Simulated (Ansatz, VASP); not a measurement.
## As in VASP and in Ansatz

File INCAR:

```
SYSTEM = As
PREC = Accurate
ENCUT = 520
EDIFF = 1E-6
ISMEAR = 0
SIGMA = 0.05
LREAL = .False.
LASPH = .True.
NELM = 120
ALGO = Normal
ISIF = 2
LWAVE = .False.
LCHARG = .False.
LDIPOL = .True.
IDIPOL = 3
DIPOL = 0.5 0.5 0.392
GGA = PE
IVDW = 12
NBANDS = 38
GGA_COMPAT = .False.
NELMDL = -8
```

Contents of KPOINTS:

```
Automatic mesh
0
Gamma
  9 9 1
  0 0 0
```

File POSCAR:

```
As
1.0
    3.5713380906      0.0000000000      0.0000000000
   -1.7856690453      3.0928695120      0.0000000000
    0.0000000000      0.0000000000     20.2952802043
As
4
Direct
    0.3333333333      0.6666666667      0.2905917062
    0.6666666667      0.3333333333      0.2217264287
    1.1666666667      0.3333333333      0.5624598473
    0.8333333333      0.6666666667      0.4935945698
```

Input for Ansatz:

```yaml
crystal:
  lattice:
    - [3.5713380906, 0.0, 0.0]
    - [-1.7856690453, 3.092869512, 0.0]
    - [0.0, 0.0, 20.2952802043]
  atoms:
    - { symbol: As, position: [0.3333333333, 0.6666666667, 0.2905917062] }
    - { symbol: As, position: [0.6666666667, 0.3333333333, 0.2217264287] }
    - { symbol: As, position: [1.1666666667, 0.3333333333, 0.5624598473] }
    - { symbol: As, position: [0.8333333333, 0.6666666667, 0.4935945698] }
basis:
  ecutwfc: 420
kpoints:
  mp_grid: { grid: [9, 9, 1] }
hamiltonian:
  xc: pbe
  dispersion: d3bj
scf:
  occupations: { method: gaussian, width: 0.05 }
output:
  forces: true
  eigenvalues: true
efield:
  axis: 3
  dipole_correction: true
  ramp_width: 0.04
```

Alike in both runs: task single point; functional PBE; dispersion D3(BJ); k mesh 9 × 9 × 1; occupations gaussian, width 0.05 eV; no spin polarisation.

|  | VASP | Ansatz |
| --- | --- | --- |
| version | VASP 6.6.1 | Ansatz 0.2.0 |
| potentials or method | VASP PAW PBE potentials, release 64 (As_d), cutoff 520 eV | scalar-relativistic, plane waves, PAW |
| valence electrons in the cell | 60 | 60 |

```csv
,VASP,Ansatz,Ansatz less VASP
gap on the k mesh at the Fermi level (eV),1.35,1.34,-0.005
least direct gap on the mesh (eV),1.92,1.92,+0.004
rms of the force components (eV/Å),0.039,0.030,-0.0090
```

Atom by atom the forces differ by 0.015 eV/Å (rms over components).
